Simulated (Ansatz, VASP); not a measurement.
# AgCl in VASP and in Ansatz

```
Ag Cl
1.0
     0.00000    2.79395    2.79395
     2.77315    0.02080    2.77315
     2.77315    2.77315    0.02080
Ag Cl
1 1
Direct
  0.50000 0.50000 0.50000
  0.00000 0.00000 0.00000
```

Change from the starting cell: strain +0.0150 x Voigt [0, 0, 0, 1, 0, 0], atoms carried along.

Alike in both runs: task single point; functional r2SCAN; k mesh 8 × 8 × 8; occupations gaussian, width 0.05 eV; no spin polarisation.

|  | VASP | Ansatz |
| --- | --- | --- |
| version | VASP 6.6.1 | Ansatz 0.2.0 |
| potentials or method | VASP PAW PBE potentials, release 64 (Ag, Cl), cutoff 550 eV | scalar-relativistic, plane waves, PAW |
| valence electrons in the cell | 18 | 26 |

Ansatz gave:

- gap on the k mesh at the Fermi level (eV): 1.46
- least direct gap on the mesh (eV): 3.73
- pressure (GPa): 0.0
- traceless stress, the component that is largest in VASP (GPa): -0.08

Question: Which values does VASP return?

Answer: gap on the k mesh at the Fermi level (eV): 1.41; least direct gap on the mesh (eV): 3.69; pressure (GPa): -0.1; traceless stress, the component that is largest in VASP (GPa): -0.08.

VASP's potentials were made for PBE, not for r2SCAN. VASP's potentials hold 18 valence electrons a cell and Ansatz's 26, so a difference there can come from the potentials and not from the codes.
